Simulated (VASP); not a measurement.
A run of VASP 6.6.1:

The input INCAR:

```
SYSTEM = Y4Be
  ALGO = Normal
  EDIFF = 1E-6
  ENCUT = 520
  GGA = PE
  ISIF = 2
  ISMEAR = 0
  LASPH = .True.
  LCHARG = .False.
  LREAL = .False.
  LWAVE = .False.
  NBANDS = 31
  NELM = 100
  PREC = Accurate
  SIGMA = 0.1
```

KPOINTS

```
k-points
0
Gamma
  4 4 4
  0 0 0
```

File POSCAR:

```
Y4Be
1.0
   -3.3279900738      3.3279900738      3.3279900738
    3.3279900738     -3.3279900738      3.3279900738
    3.3279900738      3.3279900738     -3.3279900738
Y Be
4 1
Direct
    0.5000000000      0.5000000000      0.5000000000
    0.0000000000      0.0000000000      0.5000000000
    0.0000000000      0.5000000000      0.0000000000
    0.5000000000      0.0000000000      0.0000000000
    0.0000000000      0.0000000000      0.0000000000
```

Potentials or basis: VASP PAW PBE potentials, release 64 (Y_sv, Be).

Launch:

```bash
$ cat potpaw_PBE.64/Y_sv/POTCAR potpaw_PBE.64/Be/POTCAR > POTCAR
$ mpirun -np 1 vasp_std > vasp.out
```

Hardware: 1 thread of AMD EPYC 9R45 96-Core Processor (Zen 5) (shared host).

Problem. Estimate the wall time of this run.

Solution. Wall time 36 s on 1 thread of AMD EPYC 9R45 96-Core Processor (Zen 5), on a shared host, peak memory 0.3 GiB. Counts: scf iterations 13, k points 8.
